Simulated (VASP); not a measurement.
# Ru in VASP: further runs

Runs on Ru. Level: PBE. Tasks: single point.

All numbers are computed with VASP 6.6.1; they aren't measurements. Logs are shortened: lines on timing, memory, paths and dates and some standing lists are left out, and cuts for length are marked.

### Step 1. The cell of the first run

The cell holds a slab with vacuum, 6 atoms: a = 2.721 Å, b = 4.296 Å, c = 21.499 Å, α = 90.00°, β = 90.00°, γ = 90.00°.

### Step 2. Single point, PBE

Contents of INCAR:

```
PREC = Accurate ; ENCUT = 520
EDIFF = 1E-6 ; ISMEAR = -1
SIGMA = 0.1 ; LREAL = False
LASPH = True ; NELM = 80
ALGO = Normal ; ISIF = 2
LWAVE = False ; LCHARG = True
GGA = PE ; LELF = True
LVHAR = True ; NBANDS = 51
```

Contents of KPOINTS:

```
Automatic mesh
0
Gamma
  12 8 1
```

Contents of POSCAR:

```
Ru
1.0
    2.7211623488      0.0000000000      0.0000000000
    0.0000000000      4.2959980363      0.0000000000
    0.0000000000      0.0000000000     21.4987000000
Ru
6
Direct
    0.7500000000      0.7500000000      0.3782574067
    0.2500000000      0.2500000000      0.4083088338
    0.2500000000      0.7500000000      0.4828233927
    0.7500000000      0.2500000000      0.5171766075
    0.7500000000      0.7500000000      0.5916911660
    0.2500000000      0.2500000000      0.6217425933
```

Potentials or basis: VASP PAW PBE potentials, release 64 (Ru_pv).

Started as:

```console
> cat potpaw_PBE.64/Ru_pv/POTCAR > POTCAR
> mpirun -np 1 vasp_std > vasp.out
```

OUTCAR:

```text
PREC = Accurate
   ENCUT = 520
   EDIFF = 1E-6
   ISMEAR = -1
   LREAL = False
   LASPH = True
   NELM = 80
   ISIF = 2
   GGA = PE

 ion  position               nearest neighbor table
   1  0.750  0.750  0.378-   2 2.62   2 2.62   2 2.62   2 2.62   3 2.63   3 2.63
   2  0.250  0.250  0.408-   1 2.62   1 2.62   1 2.62   1 2.62   3 2.68   3 2.68   4 2.71   4 2.71

   3  0.250  0.750  0.483-   1 2.63   1 2.63   4 2.65   4 2.65   4 2.65   4 2.65   2 2.68   2 2.68
                             5 2.71   5 2.71
   4  0.750  0.250  0.517-   6 2.63   6 2.63   3 2.65   3 2.65   3 2.65   3 2.65   5 2.68   5 2.68
                             2 2.71   2 2.71
   5  0.750  0.750  0.592-   6 2.62   6 2.62   6 2.62   6 2.62   4 2.68   4 2.68   3 2.71   3 2.71

   6  0.250  0.250  0.622-   5 2.62   5 2.62   5 2.62   5 2.62   4 2.63   4 2.63

  LATTYP: Found a simple orthorhombic cell.
 ALAT       =     2.7211623488
 B/A-ratio  =     1.5787363948
 C/A-ratio  =     7.9005576457

  Lattice vectors:

 A1 = (   2.7211623488,   0.0000000000,   0.0000000000)
 A2 = (   0.0000000000,   4.2959980363,   0.0000000000)
 A3 = (   0.0000000000,   0.0000000000,  21.4987000000)

Analysis of symmetry for initial positions (statically):
=====================================================================
 Subroutine PRICEL returns:
 Original cell was already a primitive cell.

 Routine SETGRP: Setting up the symmetry group for a
 simple orthorhombic supercell.

 Subroutine GETGRP returns: Found  8 space group operations
 (whereof  2 operations were pure point group operations)
 out of a pool of  8 trial point group operations.

The static configuration has the point symmetry S_2 .
 The point group associated with its full space group is D_2h.

Analysis of symmetry for dynamics (positions and initial velocities):
=====================================================================
 Subroutine PRICEL returns:
 Original cell was already a primitive cell.

 Routine SETGRP: Setting up the symmetry group for a
 simple orthorhombic supercell.

 Subroutine GETGRP returns: Found  8 space group operations
 (whereof  2 operations were pure point group operations)
 out of a pool of  8 trial point group operations.

The dynamic configuration has the point symmetry S_2 .
 The point group associated with its full space group is D_2h.

 Subroutine INISYM returns: Found  8 space group operations
 (whereof  2 operations are pure point group operations),
 and found     1 'primitive' translations

----------------------------------------------------------------------------------------

                                     Primitive cell

  volume of cell :     251.3221

  direct lattice vectors                    reciprocal lattice vectors
     2.721162349  0.000000000  0.000000000     0.367490018  0.000000000  0.000000000
     0.000000000  4.295998036  0.000000000     0.000000000  0.232774781  0.000000000
     0.000000000  0.000000000 21.498700000     0.000000000  0.000000000  0.046514440

  length of vectors
     2.721162349  4.295998036 21.498700000     0.367490018  0.232774781  0.046514440

  position of ions in fractional coordinates (direct lattice)
     0.750000000  0.750000000  0.378257407
     0.250000000  0.250000000  0.408308834
     0.250000000  0.750000000  0.482823393
     0.750000000  0.250000000  0.517176607
     0.750000000  0.750000000  0.591691166
     0.250000000  0.250000000  0.621742593

  ion indices of the primitive-cell ions
   primitive index   ion index
                 1           1
                 2           2
                 3           3
                 4           4
                 5           5
                 6           6

----------------------------------------------------------------------------------------

 KPOINTS: Automatic mesh

Automatic generation of k-mesh.
 Grid dimensions read from file:
 generate k-points for:   12    8    1

 Generating k-lattice:

  Cartesian coordinates                     Fractional coordinates (reciprocal lattice)
     0.030624168  0.000000000  0.000000000     0.083333333  0.000000000  0.000000000
     0.000000000  0.029096848  0.000000000     0.000000000  0.125000000  0.000000000
     0.000000000  0.000000000  0.046514440     0.000000000  0.000000000  1.000000000

  Length of vectors
     0.030624168  0.029096848  0.046514440

  Shift w.r.t. Gamma in fractional coordinates (k-lattice)
     0.000000000  0.000000000  0.000000000

 Subroutine IBZKPT returns following result:
 ===========================================

 Found     35 irreducible k-points:

 Following reciprocal coordinates:
            Coordinates               Weight
  0.000000  0.000000  0.000000      1.000000
  0.083333  0.000000  0.000000      2.000000
  0.166667  0.000000  0.000000      2.000000
  0.250000  0.000000  0.000000      2.000000
  0.333333  0.000000  0.000000      2.000000
  0.416667  0.000000  0.000000      2.000000
[... 16 lines left out ...]
  0.083333  0.375000  0.000000      4.000000
  0.166667  0.375000  0.000000      4.000000
 [... further k-points ...]
   k-points           NKPTS =     35   k-points in BZ     NKDIM =     35   number of bands    NBANDS=     51
   number of dos      NEDOS =    301   number of ions     NIONS =      6
   total plane-waves  NPLWV = 102400
   dimension x,y,z NGX =    20 NGY =   32 NGZ =  160
   dimension x,y,z NGXF=    40 NGYF=   64 NGZF=  320
   ions per type =               6
   NGX,Y,Z   is equivalent  to a cutoff of  12.22, 12.38, 12.37 a.u.
   NGXF,Y,Z  is equivalent  to a cutoff of  24.44, 24.77, 24.75 a.u.
 SYSTEM =  unknown system
   PREC   = accura    normal or accurate (medium, high low for compatibility)
   ISTART =      0    job   : 0-new  1-cont  2-samecut
   ICHARG =      2    charge: 1-file 2-atom 10-const
   ISPIN  =      1    spin polarized calculation?
   LNONCOLLINEAR =      F non collinear calculations
   LSORBIT =      F    spin-orbit coupling
   LASPH  =      T    aspherical Exc in radial PAW
   ENCUT  =  520.0 eV  38.22 Ry    6.18 a.u.   5.06  7.99 39.97*2*pi/ulx,y,z
   NELM   =     80;   NELMIN=  2; NELMDL= -5     # of ELM steps
   EDIFF  = 0.1E-05   stopping-criterion for ELM
   LREAL  =      F    real-space projection
   EDIFFG = 0.1E-04   stopping-criterion for IOM
   NSW    =      0    number of steps for IOM
   IBRION =     -1    ionic relax: 0-MD 1-quasi-New 2-CG
   NFREE  =      0    steps in history (QN), initial steepest desc. (CG)
   ISIF   =      2    stress and relaxation
   ISYM   =      2    0-nonsym 1-usesym 2-fastsym
   POTIM  = 0.5000    time-step for ionic-motion
   TEBEG  =    0.0;   TEEND  =   0.0 temperature during run
   PSTRESS=    0.0 pullay stress
   NELECT =      84.0000    total number of electrons
   NUPDOWN=      -1.0000    fix difference up-down
   EMIN   =  10.00;   EMAX   =-10.00  energy-range for DOS
   EFERMI =   0.00;   METHOD = LEGACY
   ISMEAR =    -1;   SIGMA  =   0.10  broadening in eV -4-tet -1-fermi 0-gaus
   EFERMI_NEDOS =   21; number of points for ismear=-14 and -15
   IALGO  =     38    algorithm
   IMIX   =      4    mixing-type and parameters
     AMIX     =   0.40;   BMIX     =  1.00
     AMIX_MAG =   1.60;   BMIX_MAG =  1.00
  volume/ion in A,a.u.               =      41.89       282.67
  Fermi-wavevector in a.u.,A,eV,Ry     =   1.136120  2.146956 17.561985  1.290770
  Thomas-Fermi vector in A             =   2.272825
   LORBIT       =      0    0 simple, 1 ext, 2 COOP (PROOUT), +10 PAW based schemes
   GGA     = PE    functional components
   LHFCALC =     F    Hartree Fock is set to
   AEXX    =    0.0000 exact exchange contribution
   IVDW    =     0    specifies the selected vdW correction
   LEPSILON=     F    determine dielectric tensor
   LRPA    =     F    only Hartree local field effects (RPA)
 non-spin polarized calculation
  energy-cutoff  :      520.00
  volume of cell :      251.32
 maximum number of plane-waves:      6844
   NGX = 11   NGY = 15   NGZ = 79

 number of electron      84.0000030 magnetization

 Free energy of the ion-electron system (eV)
  ---------------------------------------------------
  ext. energy  EPLUGINS =         0.00000000
  ---------------------------------------------------
  free energy    TOTEN  =       -51.26698512 eV

  energy without entropy =      -50.99454784  energy(sigma->0) =      -51.13076648

 E-fermi :   0.9563     XC(G=0):  -5.5189

 val. band max:        0.9503858914   @ k =   0.0000   0.1250   0.0000
 cond. band min:       0.9604738504   @ k =   0.0000   0.2500   0.0000
 fundamental gap:      0.0100879590
 Fermi energy:         0.9563198302

 k-point     1 :       0.0000    0.0000    0.0000
  band No.  band energies     occupation
      1     -42.6648      2.00000
      2     -42.4168      2.00000
      3     -42.2988      2.00000
      4     -42.2911      2.00000
      5     -42.1811      2.00000
      6     -42.0903      2.00000
[... 43 lines left out ...]
     50       3.0428      0.00000
     51       3.0511      0.00000

 k-point     2 :       0.0833    0.0000    0.0000
  band No.  band energies     occupation
      1     -42.6480      2.00000
      2     -42.4087      2.00000
      3     -42.2861      2.00000
      4     -42.2843      2.00000
      5     -42.1654      2.00000
      6     -42.1236      2.00000
[... 43 lines left out ...]
     50       2.7712      0.00000
     51       2.9325      0.00000

 k-point     3 :       0.1667    0.0000    0.0000
  band No.  band energies     occupation
      1     -42.5994      2.00000
      2     -42.3906      2.00000
      3     -42.2767      2.00000
      4     -42.2441      2.00000
      5     -42.2040      2.00000
      6     -42.1200      2.00000
[... 43 lines left out ...]
     50       2.5865      0.00000
     51       2.7811      0.00000
[... 1027 lines left out ...]
 k-point    23 :       0.0833    0.3750    0.0000
  band No.  band energies     occupation
      1     -42.5344      2.00000
      2     -42.4559      2.00000
      3     -42.3294      2.00000
      4     -42.1100      2.00000
      5     -42.0480      2.00000
      6     -41.9910      2.00000
[... 43 lines left out ...]
     50       2.2526      0.00000
     51       2.4385      0.00000

 k-point    24 :       0.1667    0.3750    0.0000
  band No.  band energies     occupation
      1     -42.5132      2.00000
      2     -42.4474      2.00000
      3     -42.3552      2.00000
      4     -42.1955      2.00000
      5     -42.1065      2.00000
      6     -41.9988      2.00000
[... 43 lines left out ...]
     50       2.4276      0.00000
     51       3.1886      0.00000

 [... further k-points ...]

------------------------ aborting loop because EDIFF is reached ----------------------------------------

  FORCE on cell =-STRESS in cart. coord.  units (eV):
  Direction    XX          YY          ZZ          XY          YZ          ZX
  --------------------------------------------------------------------------------------
  -------------------------------------------------------------------------------------
  Total       -3.9600914     -2.1071316     -0.0215233     -0.0000000      0.0000000      0.0000000
  in kB      -25.2455632    -13.4329537     -0.1372111     -0.0000000      0.0000000      0.0000000
  external PRESSURE =     -12.9385760 kB  Pullay stress =       0.0000000 kB

 VOLUME and BASIS-vectors are now :
 -----------------------------------------------------------------------------
  energy-cutoff  :      520.00
  volume of cell :      251.32
      direct lattice vectors                 reciprocal lattice vectors
     2.721162349  0.000000000  0.000000000     0.367490018  0.000000000  0.000000000
     0.000000000  4.295998036  0.000000000     0.000000000  0.232774781  0.000000000
     0.000000000  0.000000000 21.498700000     0.000000000  0.000000000  0.046514440

 POSITION                                       TOTAL-FORCE (eV/Angst)
 -----------------------------------------------------------------------------------
      2.04087      3.22200      8.13204         0.000000      0.000000     -0.006497
      0.68029      1.07400      8.77811         0.000000     -0.000000     -0.004346
      0.68029      3.22200     10.38008         0.000000      0.000000     -0.001014
      2.04087      1.07400     11.11862         0.000000      0.000000      0.001014
      2.04087      3.22200     12.72059         0.000000     -0.000000      0.004346
      0.68029      1.07400     13.36666         0.000000      0.000000      0.006497
 -----------------------------------------------------------------------------------
    total drift:                                0.000000      0.000000      0.000000

  FREE ENERGIE OF THE ION-ELECTRON SYSTEM (eV)
  ---------------------------------------------------
  free  energy   TOTEN  =       -51.2669851174 eV

  energy  without entropy=      -50.9945478423  energy(sigma->0) =      -51.13076648
```

It took 15 min on 1 thread of AMD EPYC 7R13 (Zen 3), shared host; peak memory 0.46 GiB.

What came out:

```yaml
Free_energy: -51.2670 eV
Largest_force: 0.006 eV/Å
Band_gap_on_the_k_mesh: zero (band 42 reaches 1.69 eV, above the bottom of band 43 at 0.43 eV)
```

Forces in eV/Å, atoms in the order of the input:
```
Ru   0.000  0.000 -0.006
Ru   0.000  0.000 -0.004
Ru   0.000  0.000 -0.001
Ru   0.000  0.000  0.001
Ru   0.000  0.000  0.004
Ru   0.000  0.000  0.006
```

### Step 3. Single point, PBE

Contents of INCAR:

```
PREC = Accurate
ENCUT = 520
EDIFF = 1E-7
ISMEAR = -1
SIGMA = 0.1
LREAL = F
LASPH = T
NELM = 80
ALGO = Normal
ISIF = 2
LWAVE = F
LCHARG = T
LDIPOL = T
IDIPOL = 3
DIPOL = 0.5 0.5 0.500
GGA = PE
LELF = T
LVHAR = T
LVACPOTAV = T
NBANDS = 51
```

KPOINTS is that of step 2.

Contents of POSCAR:

```
Ru
1.0
    2.7211623488      0.0000000000      0.0000000000
    0.0000000000      4.2959980363      0.0000000000
    0.0000000000      0.0000000000     21.4987000000
Ru
6
Direct
    0.7500000000      0.7500000000      0.3721149800
    0.2500000000      0.2500000000      0.4086535574
    0.2500000000      0.7500000000      0.4817307113
    0.7500000000      0.2500000000      0.5182692887
    0.7500000000      0.7500000000      0.5913464426
    0.2500000000      0.2500000000      0.6278850200
```

Potentials or basis: VASP PAW PBE potentials, release 64 (Ru_pv).

Started as:

```console
> cat potpaw_PBE.64/Ru_pv/POTCAR > POTCAR
> mpirun -np 1 vasp_std > vasp.out
```

Run time: 11 min. Hardware: 1 thread of Intel Xeon Platinum 8375C at 2.90GHz (Ice Lake), shared host; peak memory 0.48 GiB.

The run converged. Its results:

- Free energy: -51.1266 eV
- Largest force: 1.003 eV/Å
- Band gap on the k mesh: zero (band 42 reaches 1.58 eV, above the bottom of band 43 at 0.57 eV)

Forces in eV/Å, atoms in the order of the input:
```
Ru   0.000  0.000  1.003
Ru   0.000  0.000 -0.208
Ru   0.000  0.000 -0.003
Ru   0.000  0.000  0.003
Ru   0.000  0.000  0.208
Ru   0.000  0.000 -1.003
```

Levels at points of the mesh, in eV from the Fermi level:
| k point | band 40 | band 41 | band 42 | band 43 | band 44 | band 45 |
| --- | --- | --- | --- | --- | --- | --- |
| (0.00, 0.00, 0.00) | -1.30 | -1.08 | -0.85 | -0.36 | -0.32 | 0.00 |
| (0.50, 0.00, 0.00) | 0.08 | 0.19 | 0.19 | 0.93 | 0.93 | 1.40 |
| (0.00, 0.50, 0.00) | -0.72 | -0.41 | -0.41 | 0.43 | 0.43 | 0.48 |
| (0.50, 0.50, 0.00) | -0.02 | 0.38 | 0.38 | 1.06 | 1.06 | 1.35 |

### Step 4. Single point, PBE

Edit INCAR of step 3 so:

```diff
@@ -11,3 +11,3 @@
 LWAVE = F
-LCHARG = T
+LCHARG = F
 LDIPOL = T
@@ -16,5 +16,2 @@
 GGA = PE
-LELF = T
-LVHAR = T
-LVACPOTAV = T
 NBANDS = 51
```

KPOINTS is that of step 3.

Contents of POSCAR:

```
Ru
1.0
    2.7211623488      0.0000000000      0.0000000000
    0.0000000000      4.2959980363      0.0000000000
    0.0000000000      0.0000000000     21.4987000000
Ru
6
Direct
    0.7500000000      0.7500000000      0.3782574067
    0.2500000000      0.2500000000      0.4083088338
    0.2500000000      0.7500000000      0.4828233927
    0.7500000000      0.2500000000      0.5171766075
    0.7500000000      0.7500000000      0.5916911660
    0.2500000000      0.2500000000      0.6217425933
```

Started as:

```console
> cat potpaw_PBE.64/Ru_pv/POTCAR > POTCAR
> mpirun -np 1 vasp_std > vasp.out
```

Wall time 19 min (1 thread of Intel Xeon 8259CL, shared host); peak memory 0.48 GiB.

The run converged. Its results:

| Quantity | Value |
| --- | --- |
| Free energy | -51.2670 eV |
| Largest force | 0.007 eV/Å |
| Band gap on the k mesh | zero (band 42 reaches 1.69 eV, above the bottom of band 43 at 0.43 eV) |

Forces on the atoms (eV/Å):
```
Ru   0.000  0.000 -0.007
Ru   0.000  0.000 -0.004
Ru   0.000  0.000 -0.001
Ru   0.000  0.000  0.001
Ru   0.000  0.000  0.004
Ru   0.000  0.000  0.007
```

Levels at points of the mesh, in eV from the Fermi level:
```tsv
k point	band 38	band 39	band 40	band 41	band 42	band 43	band 44	band 45	band 46	band 47
(0.00, 0.00, 0.00)	-1.36	-1.34	-0.91	-0.85	-0.69	-0.53	-0.46	0.06	0.08	1.23
(0.50, 0.00, 0.00)	-0.96	-0.01	-0.01	0.03	0.03	1.04	1.04	1.40	1.40	1.73
(0.00, 0.50, 0.00)	-1.31	-0.82	-0.82	-0.54	-0.54	0.28	0.28	0.32	0.32	0.69
(0.50, 0.50, 0.00)	-0.87	0.10	0.10	0.61	0.61	1.06	1.06	1.48	1.48	1.84
```
